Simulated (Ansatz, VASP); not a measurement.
# One calculation of HgTe, two programs

```
CELL_PARAMETERS angstrom
0.00000 3.21450 3.21450
3.21450 0.00000 3.21450
3.21450 3.21450 0.00000
ATOMIC_POSITIONS crystal
Hg 0.00000 0.00000 0.00000
Te 0.75000 0.75000 0.75000
```

Alike in both runs: task relaxation of cell and atoms; functional PBE; k mesh 7 × 7 × 7; occupations fermi-dirac, width 0.05 eV; no spin polarisation.

|  | VASP | Ansatz |
| --- | --- | --- |
| version | VASP 6.6.1 | Ansatz 0.2.0 |
| potentials or method | VASP PAW PBE potentials, release 54 (Hg, Te) | Ansatz PAW |
| plane-wave cutoff (eV) | 580 | 420 |
| valence electrons in the cell | 18 | 36 |

Ansatz gave:

| Item | Value |
| --- | --- |
| relaxed volume (Å³/atom) | 36.79 |
| relaxed cell length with the largest relative difference (Å) | 4.703 |

Problem. Estimate VASP's values.

Solution. Relaxed volume (Å³/atom): 36.83; relaxed cell length with the largest relative difference (Å): 4.705.

VASP's potentials hold 18 valence electrons a cell and Ansatz's 36, so a difference there can come from the potentials and not from the codes.

Spin-orbit coupling is off throughout. Noted on Ansatz's run: the plane-wave basis is chosen anew once the cell has moved, so the energies of steps on either side of that aren't comparable.
